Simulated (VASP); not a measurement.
Ta3HN3, 7 atoms in the cell. The cell holds a slab with vacuum, 7 atoms: a = 3.123 Å, b = 3.123 Å, c = 21.591 Å, α = 90.00°, β = 90.00°, γ = 90.00°. 

| Property | Result |
| --- | --- |
| Program | VASP 6.6.1 |
| Task | single point |
| Functional | PBE |
| Potentials or basis | VASP PAW PBE potentials, release 64 (Ta_pv, N, H) |
| Cutoff | 520 eV |
| k mesh | 9 × 9 × 1 |
| Occupations | gaussian, width 0.1 eV |
| Spin | collinear spin |
| Starting moments | [0.0, 0.0, 0.0, 0.0, 0.0, 0.0, 1.0] μB |
| Dipole correction | yes |
| Further INCAR settings | ALGO = Normal; EDIFF = 1e-06; NBANDS = 38 |

Potentials or basis: VASP PAW PBE potentials, release 64 (Ta_pv, N, H).

Command:

```console
$ cat potpaw_PBE.64/Ta_pv/POTCAR potpaw_PBE.64/N/POTCAR potpaw_PBE.64/H/POTCAR > POTCAR
$ mpirun -np 1 vasp_std > vasp.out
```

Hardware: 1 thread of Oxide Virtual Turin-like Processor (shared host).

Problem. Estimate the wall time of this run.

Solution. Wall time 16 min on 1 thread of Oxide Virtual Turin-like Processor (shared host), peak memory 0.44 GiB. Counts: scf iterations 40, k points 15.
